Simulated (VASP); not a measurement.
Runs of VASP 6.6.1 on Dy4Au. The structure is that of space group Im-3m (No. 229), or close to it. The cells are those of the table. The cell was generated, and may not be a known phase.

| task | cell | k mesh | gap on the mesh (eV) | pressure (GPa) | relaxed volume (Å³/atom) |
| --- | --- | --- | --- | --- | --- |
| relaxation of cell and atoms | relaxed from a = 5.677 Å, angles 109.5°, 5 atoms | 4 × 4 × 4 | none | 0.0 | 32.53 |
| single point | a = 5.945 Å, angles 109.5°, 5 atoms | 8 × 8 × 8 | none | (a) | - |
| single point | a = 5.677 Å, angles 109.5°, 5 atoms | 4 × 4 × 4 | none | 8.7 | - |
| single point | a = 5.940 Å, angles 109.5°, 5 atoms | 4 × 4 × 4 | none | (b) | - |
| relaxation of cell and atoms | relaxed from a = 5.940 Å, angles 109.5°, 5 atoms | 8 × 8 × 8 | none | 0.0 | 32.43 |

Alike in all rows: level PBE; potentials or basis VASP PAW PBE potentials, release 64 (Dy_3, Au), 4f in core; no spin polarisation; cutoff (eV) 500; smearing gaussian 0.1 eV.

Task: Estimate the missing entries.

Result: (a) 0.1; (b) 0.4.

Caveats: spin-orbit coupling is left out, which moves the levels of the heavy elements; the 4f electrons are frozen in the core, so they carry no moment and show no levels; the highest band is partly filled, so the run has too few bands (at least some runs); the volume moved by over 15 % at a fixed basis, so the end points are rough (at least some runs); the cell stands under pressure (at least some runs).

A k mesh can miss the band edges, and the runs leave out spin-orbit coupling on Au, Dy.

A gap of «none» marks levels without a gap at the run's occupations.
